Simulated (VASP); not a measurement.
Set up this calculation in VASP 6.6.1, as the native input.

* Task: single point
* Functional: PBE
* Potentials or basis: VASP PAW PBE potentials, release 64 (Ge_d, Pt)
* Cutoff: 520 eV
* k mesh: 6 × 6 × 6
* Occupations: gaussian, width 0.1 eV
* Spin: no spin polarisation
* Dipole correction: no
* Further INCAR settings: ALGO = Normal; EDIFF = 1e-06; NBANDS = 19

The structure of GePt lies in POSCAR:

```
GePt
1.0
    0.0000000000      2.5787679100      2.5787679100
    2.5787679100      0.0000000000      2.5787679100
    2.5787679100      2.5787679100      0.0000000000
Ge Pt
1 1
Direct
    0.5000000000      0.5000000000      0.5000000000
    0.0000000000      0.0000000000      0.0000000000
```

The cell was built from a structure type or drawn by symmetry, and may not be a known phase.

These files were run (other wordings do the same):

INCAR

```
ALGO     = Normal         # electronic algorithm
EDIFF    = 1E-6           # SCF threshold, eV
ENCUT    = 520            # plane-wave cutoff, eV
GGA      = PE             # functional
ISIF     = 2              # what is computed and relaxed
ISMEAR   = 0              # smearing method
LASPH    = T              # aspherical terms in the spheres
LCHARG   = F              # write CHGCAR
LREAL    = F              # projectors in reciprocal space
LWAVE    = F              # write WAVECAR
NBANDS   = 19             # bands
NELM     = 60             # most SCF steps
PREC     = Accurate       # precision mode
SIGMA    = 0.1            # smearing width, eV
```

KPOINTS

```
k-points
0
Gamma
  6 6 6
```

Potentials or basis: VASP PAW PBE potentials, release 64 (Ge_d, Pt).

Launch:

```bash
$ cat potpaw_PBE.64/Ge_d/POTCAR potpaw_PBE.64/Pt/POTCAR > POTCAR
$ mpirun -np 1 vasp_std > vasp.out
```

Results of the run:

| Item | Value |
| --- | --- |
| Pressure | 4.2 GPa |
| Band gap on the k mesh | zero (bands 12 and 13 overlap by 3.25 eV) |

Caveat: the cell stands under pressure; spin-orbit coupling is left out, which moves the levels of the heavy elements.

It took 21 s on 1 thread of AMD EPYC 7R43 64-Core Processor (Zen 3), on a shared host, peak memory 0.12 GiB.
